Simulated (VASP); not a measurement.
LiNbO3, 10 atoms in the cell. Symmetry: R-3c, No. 167, trigonal system. Conventional cell: a = 5.183 Å, b = 5.183 Å, c = 13.648 Å, α = 90.00°, β = 90.00°, γ = 120.00°. Within 2.6 Å of Li (site symmetry 32) lie 3 O at 1.97 Å. Within 2.6 Å of Nb (site symmetry -3) lie 6 O at 1.98 Å. O (site symmetry 2) has 1 Li at 1.97 Å and 2 Nb at 1.98 Å within 2.6 Å. 

| Property | Result |
| --- | --- |
| Program | VASP 6.6.1 |
| Task | single point |
| Functional | PBEsol |
| Potentials or basis | VASP PAW PBE potentials, release 64 (Li_sv, Nb_sv, O) |
| Cutoff | 520 eV |
| k mesh | 6 × 6 × 6 |
| Occupations | gaussian, width 0.02 eV |
| Spin | no spin polarisation |
| Dipole correction | no |
| Further INCAR settings | ALGO = Normal; EDIFF = 1e-07; NBANDS = 45 |

Potentials or basis: VASP PAW PBE potentials, release 64 (Li_sv, Nb_sv, O).

Run with:

```sh
$ cat potpaw_PBE.64/Li_sv/POTCAR potpaw_PBE.64/Nb_sv/POTCAR potpaw_PBE.64/O/POTCAR > POTCAR
$ mpirun -np 1 vasp_std > vasp.out
```

Hardware: 1 thread of Intel Xeon 6975P-C, on a shared host.

Q: How long does it take, and how much memory?

A: It took 3.9 min on 1 thread of Intel Xeon 6975P-C, on a shared host, peak memory 0.31 GiB. Counts: scf iterations 16, k points 32.
